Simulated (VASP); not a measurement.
Crystal: TaN.

```
Ta N
1.0
     5.19100    0.00000    0.00000
    -2.59550    4.49554    0.00000
     0.00000    0.00000    2.90800
Ta N
3 3
Direct
  0.00000 0.00000 0.00000
  0.33333 0.66667 0.50000
  0.66667 0.33333 0.50000
  0.50000 0.00000 0.00000
  0.50000 0.50000 0.00000
  0.00000 0.50000 0.00000
```

| Item | Value |
| --- | --- |
| Program | VASP 6.6.1 |
| Task | relaxation of volume and atoms at fixed shape |
| Functional | PBE |
| Potentials or basis | VASP PAW PBE potentials, release 64 (Ta_pv, N) |
| Cutoff | 600 eV |
| k mesh | 5 × 5 × 8 |
| Occupations | gaussian, width 0.02 eV |
| Spin | no spin polarisation |

At the start: pressure 10.4 GPa; volume 11.31 Å³/atom.

Where does the relaxation end?

Over 3 steps the energy falls by 11.8 meV/atom and the volume is 11.69 Å³/atom (+3.4 %); space group P6/mmm (No. 191, to 0.1 Å) before and after.

Step by step:
| step | energy change (eV) | largest force (eV/Å) | pressure (GPa) | volume (Å³) |
| --- | --- | --- | --- | --- |
| 1 | 0.0000 | 0.0000 | 10.44 | 67.86 |
| 2 | 0.2564 | 0.0000 | -18.61 | 75.36 |
| 3 | -0.0705 | 0.0000 | -0.24 | 70.15 |

Final structure:
```
Ta N
1.0
     5.24868    0.00000    0.00000
    -2.62434    4.54549    0.00000
     0.00000    0.00000    2.94032
Ta N
3 3
Cartesian
  0.0000 0.0000 0.0000
  0.0000 3.0303 1.4702
  2.6243 1.5152 1.4702
  2.6243 0.0000 0.0000
  1.3122 2.2727 0.0000
  -1.3122 2.2727 0.0000
```
